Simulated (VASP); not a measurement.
A run of VASP 6.6.1:

Contents of INCAR:

```
ALGO = Fast
EDIFF = 1E-7
ENCUT = 520
GGA = CA
ISIF = 2
ISMEAR = 0
LASPH = T
LCHARG = F
LREAL = F
LWAVE = F
NBANDS = 33
NELM = 60
PREC = Accurate
SIGMA = 0.15
```

The input KPOINTS:

```
k-points
0
Gamma
  10 10 10
```

File POSCAR:

```
In3Cu
1.0
    4.4081460385      0.0792193582      0.0792193582
    0.0792193582      4.4081460385      0.0792193582
    0.0792193582      0.0792193582      4.4081460385
In Cu
3 1
Direct
    0.0000000000      0.5000000000      0.5000000000
    0.5000000000      0.0000000000      0.5000000000
    0.5000000000      0.5000000000      0.0000000000
    0.0000000000      0.0000000000      0.0000000000
```

Potentials or basis: VASP PAW LDA potentials, release 64 (In_d, Cu).

Launch:

```sh
$ cat potpaw_LDA.64/In_d/POTCAR potpaw_LDA.64/Cu/POTCAR > POTCAR
$ mpirun -np 1 vasp_std > vasp.out
```

Hardware: 1 thread of Intel Xeon 8259CL, on a shared host.

Task: How long does it take, and how much memory?

Result: It took 11 min on 1 thread of Intel Xeon 8259CL (shared host), peak memory 0.38 GiB. Counts: scf iterations 22, k points 116.
